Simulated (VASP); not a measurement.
# Cu4O (I-43m) in VASP: notebook, part 2 of 3

VASP 6.6.1. Earlier steps stand in the parts before.

### Step 3. Single point, PBE, collinear spin, ferromagnetic start

INCAR reads:

```
SYSTEM = Cu4O
PREC     = Accurate       ! precision mode
ENCUT    = 520            ! plane-wave cutoff, eV
EDIFF    = 1E-7           ! SCF threshold, eV
ISMEAR   = 0              ! smearing method
SIGMA    = 0.1            ! smearing width, eV
LREAL    = .False.        ! projectors in reciprocal space
LASPH    = .True.         ! aspherical terms in the spheres
NELM     = 150            ! most SCF steps
ALGO     = Normal         ! electronic algorithm
ISIF     = 2              ! what is computed and relaxed
LWAVE    = .False.        ! write WAVECAR
LCHARG   = .False.        ! write CHGCAR
ISPIN    = 2              ! spin polarisation
MAGMOM   = 1 1 1 1 0      ! initial moments
LORBIT   = 11             ! projections on sites
LMAXMIX  = 4              ! l up to which the mixer works
GGA      = PE             ! functional
NBANDS   = 37             ! bands
```

KPOINTS reads:

```
regular mesh
0
Gamma
  4 4 4
  0 0 0
```

POSCAR reads:

```
Cu4O
1.0
   -2.5349434246      2.5349434246      2.5349434246
    2.5349434246     -2.5349434246      2.5349434246
    2.5349434246      2.5349434246     -2.5349434246
Cu O
4 1
Direct
    0.0000000000      0.0000000000      0.5305557968
    0.5305557968      0.0000000000      0.0000000000
    0.0000000000      0.5305557968      0.0000000000
    0.4694442032      0.4694442032      0.4694442032
    0.0000000000      0.0000000000      0.0000000000
```

Potentials or basis: VASP PAW PBE potentials, release 64 (Cu, O).

The run is started by

```sh
cat potpaw_PBE.64/Cu/POTCAR potpaw_PBE.64/O/POTCAR > POTCAR
mpirun -np 1 vasp_std > vasp.out
```

OUTCAR:

```text
SYSTEM = Cu4O
   PREC = Accurate
   ENCUT = 520
   EDIFF = 1E-7
   ISMEAR = 0
   LREAL = .False.
   LASPH = .True.
   NELM = 150
   ISIF = 2
   ISPIN = 2
   LORBIT = 11
   GGA = PE

 ion  position               nearest neighbor table
   1  0.000  0.000  0.531-   5 2.06   5 2.33   4 2.54   2 2.54   2 2.54   3 2.54   3 2.54   4 2.54

   2  0.531  0.000  0.000-   5 2.06   5 2.33   4 2.54   3 2.54   4 2.54   1 2.54   3 2.54   1 2.54

   3  0.000  0.531  0.000-   5 2.06   5 2.33   4 2.54   2 2.54   1 2.54   2 2.54   1 2.54   4 2.54

   4  0.469  0.469  0.469-   5 2.06   5 2.33   3 2.54   2 2.54   1 2.54   2 2.54   3 2.54   1 2.54

   5  0.000  0.000  0.000-   1 2.06   2 2.06   3 2.06   4 2.06   3 2.33   1 2.33   2 2.33   4 2.33

  LATTYP: Found a body centered cubic cell.
 ALAT       =     5.0698868492

  Lattice vectors:

 A1 = (  -2.5349434246,   2.5349434246,   2.5349434246)
 A2 = (   2.5349434246,  -2.5349434246,   2.5349434246)
 A3 = (   2.5349434246,   2.5349434246,  -2.5349434246)

Analysis of symmetry for initial positions (statically):
=====================================================================
 Subroutine PRICEL returns:
 Original cell was already a primitive cell.

 Routine SETGRP: Setting up the symmetry group for a
 body centered cubic supercell.

 Subroutine GETGRP returns: Found 24 space group operations
 (whereof 24 operations were pure point group operations)
 out of a pool of 48 trial point group operations.

The static configuration has the point symmetry T_d .

Analysis of symmetry for dynamics (positions and initial velocities):
=====================================================================
 Subroutine PRICEL returns:
 Original cell was already a primitive cell.

 Routine SETGRP: Setting up the symmetry group for a
 body centered cubic supercell.

 Subroutine GETGRP returns: Found 24 space group operations
 (whereof 24 operations were pure point group operations)
 out of a pool of 48 trial point group operations.

The dynamic configuration has the point symmetry T_d .

Analysis of structural, dynamic, and magnetic symmetry:
=====================================================================
 Subroutine PRICEL returns:
 Original cell was already a primitive cell.

 Routine SETGRP: Setting up the symmetry group for a
 body centered cubic supercell.

 Subroutine GETGRP returns: Found 24 space group operations
 (whereof 24 operations were pure point group operations)
 out of a pool of 48 trial point group operations.

The overall configuration has the point symmetry T_d .

 Subroutine INISYM returns: Found 24 space group operations
 (whereof 24 operations are pure point group operations),
 and found     1 'primitive' translations

----------------------------------------------------------------------------------------

                                     Primitive cell

  volume of cell :      65.1576

  direct lattice vectors                    reciprocal lattice vectors
    -2.534943425  2.534943425  2.534943425     0.000000000  0.197243061  0.197243061
     2.534943425 -2.534943425  2.534943425     0.197243061  0.000000000  0.197243061
     2.534943425  2.534943425 -2.534943425     0.197243061  0.197243061  0.000000000

  length of vectors
     4.390650806  4.390650806  4.390650806     0.278943812  0.278943812  0.278943812

  position of ions in fractional coordinates (direct lattice)
     0.000000000  0.000000000  0.530555797
[... 74 lines left out ...]
   ISYM   =      2    0-nonsym 1-usesym 2-fastsym
   POTIM  = 0.5000    time-step for ionic-motion
   TEBEG  =    0.0;   TEEND  =   0.0 temperature during run
   PSTRESS=    0.0 pullay stress
   NELECT =      50.0000    total number of electrons
   NUPDOWN=      -1.0000    fix difference up-down
   EMIN   =  10.00;   EMAX   =-10.00  energy-range for DOS
   EFERMI =   0.00;   METHOD = LEGACY
   ISMEAR =     0;   SIGMA  =   0.10  broadening in eV -4-tet -1-fermi 0-gaus
   EFERMI_NEDOS =   21; number of points for ismear=-14 and -15
   IALGO  =     38    algorithm
   IMIX   =      4    mixing-type and parameters
     AMIX     =   0.40;   BMIX     =  1.00
     AMIX_MAG =   1.60;   BMIX_MAG =  1.00
  volume/ion in A,a.u.               =      13.03        87.94
  Fermi-wavevector in a.u.,A,eV,Ry     =   1.498798  2.832318 30.564083  2.246397
  Thomas-Fermi vector in A             =   2.610511
   LORBIT       =     11    0 simple, 1 ext, 2 COOP (PROOUT), +10 PAW based schemes
   GGA     = PE    functional components
   LHFCALC =     F    Hartree Fock is set to
   AEXX    =    0.0000 exact exchange contribution
   IVDW    =     0    specifies the selected vdW correction
   LEPSILON=     F    determine dielectric tensor
   LRPA    =     F    only Hartree local field effects (RPA)
 spin polarized calculation
 Gauss-broadening in eV      SIGMA  =   0.10
  energy-cutoff  :      520.00
  volume of cell :       65.16
 maximum number of plane-waves:      1772
 NGX is ok and might be reduce to    36
   NGX = 17   NGY = 17   NGZ = 17

 number of electron      49.9999986 magnetization      -0.0014794

 number of electron      49.9999986 magnetization       0.0000304

 Free energy of the ion-electron system (eV)
  ---------------------------------------------------
  ext. energy  EPLUGINS =         0.00000000
  ---------------------------------------------------
  free energy    TOTEN  =       -18.58839679 eV

  energy without entropy =      -18.58324007  energy(sigma->0) =      -18.58581843

 E-fermi :   6.0233     XC(G=0): -11.5159

 val. band max:        5.2736840915   @ k =   0.5000   0.5000   0.2500
 cond. band min:       6.1561972500   @ k =   0.2500   0.2500   0.0000
 fundamental gap:      0.8825131585
 Fermi energy:         6.0233345051

 spin component 1

 k-point     1 :       0.0000    0.0000    0.0000
  band No.  band energies     occupation
      1     -14.1336      1.00000
      2      -0.7467      1.00000
      3       0.1047      1.00000
      4       0.1047      1.00000
      5       0.1047      1.00000
      6       1.7003      1.00000
[... 309 lines left out ...]
     36      20.7884      0.00000
     37      20.7884      0.00000
 Fermi energy:         6.0233345051

 spin component 2

 k-point     1 :       0.0000    0.0000    0.0000
  band No.  band energies     occupation
      1     -14.1336      1.00000
      2      -0.7467      1.00000
      3       0.1047      1.00000
      4       0.1047      1.00000
      5       0.1047      1.00000
      6       1.7003      1.00000
[... 309 lines left out ...]
     36      20.7884      0.00000
     37      20.7884      0.00000

------------------------ aborting loop because EDIFF is reached ----------------------------------------

  FORCE on cell =-STRESS in cart. coord.  units (eV):
  Direction    XX          YY          ZZ          XY          YZ          ZX
  --------------------------------------------------------------------------------------
  -------------------------------------------------------------------------------------
  Total        0.1085940      0.1085940      0.1085940      0.0000000      0.0000000     -0.0000000
  in kB        2.6702481      2.6702481      2.6702481      0.0000000      0.0000000     -0.0000000
  external PRESSURE =       2.6702481 kB  Pullay stress =       0.0000000 kB

 VOLUME and BASIS-vectors are now :
 -----------------------------------------------------------------------------
  energy-cutoff  :      520.00
  volume of cell :       65.16
      direct lattice vectors                 reciprocal lattice vectors
    -2.534943425  2.534943425  2.534943425     0.000000000  0.197243061  0.197243061
     2.534943425 -2.534943425  2.534943425     0.197243061  0.000000000  0.197243061
     2.534943425  2.534943425 -2.534943425     0.197243061  0.197243061  0.000000000

 POSITION                                       TOTAL-FORCE (eV/Angst)
 -----------------------------------------------------------------------------------
      1.34493      1.34493     -1.34493        -0.017307     -0.017307      0.017307
     -1.34493      1.34493      1.34493         0.017307     -0.017307     -0.017307
      1.34493     -1.34493      1.34493        -0.017307      0.017307     -0.017307
      1.19001      1.19001      1.19001         0.017307      0.017307      0.017307
      0.00000      0.00000      0.00000         0.000000     -0.000000      0.000000
 -----------------------------------------------------------------------------------
    total drift:                               -0.000004     -0.000004     -0.000003

  FREE ENERGIE OF THE ION-ELECTRON SYSTEM (eV)
  ---------------------------------------------------
  free  energy   TOTEN  =       -18.5883967923 eV

  energy  without entropy=      -18.5832400718  energy(sigma->0) =      -18.58581843

 total charge

# of ion       s       p       d       tot
------------------------------------------
    1        0.395   0.262   9.233   9.889
    2        0.395   0.262   9.233   9.889
    3        0.395   0.262   9.233   9.889
    4        0.395   0.262   9.233   9.889
    5        1.623   3.264   0.000   4.887
--------------------------------------------------
tot          3.202   4.310  36.930  44.442

 magnetization (x)

# of ion       s       p       d       tot
------------------------------------------
    1        0.000  -0.000   0.000   0.000
    2        0.000  -0.000   0.000   0.000
    3        0.000  -0.000   0.000   0.000
    4        0.000  -0.000   0.000   0.000
    5       -0.000  -0.000   0.000  -0.000
--------------------------------------------------
tot          0.000  -0.000   0.000  -0.000
```

Run time: 59 s. Hardware: 1 thread of AMD EPYC 7R43 (Zen 3), shared host; peak memory 0.2 GiB.

What came out:

```
Free energy                                           : -18.5884 eV
Pressure                                              : 0.3 GPa
Largest force                                         : 0.030 eV/Å
Band gap on the k mesh                                : zero (filled and empty bands overlap)
Net moment                                            : 0.00 μB per cell
Valence electrons inside the program's atomic spheres : Cu 9.89; O 4.89
```

Forces on the atoms (eV/Å):
```
Cu  -0.017 -0.017  0.017
Cu   0.017 -0.017 -0.017
Cu  -0.017  0.017 -0.017
Cu   0.017  0.017  0.017
O    0.000  0.000  0.000
```

Caveat: the k points lie up to 0.44 Å⁻¹ apart. With open d or f shells a metallic result of PBE can be an artefact of self-interaction; +U or a hybrid may open a gap.

[end of part 2 of 3]
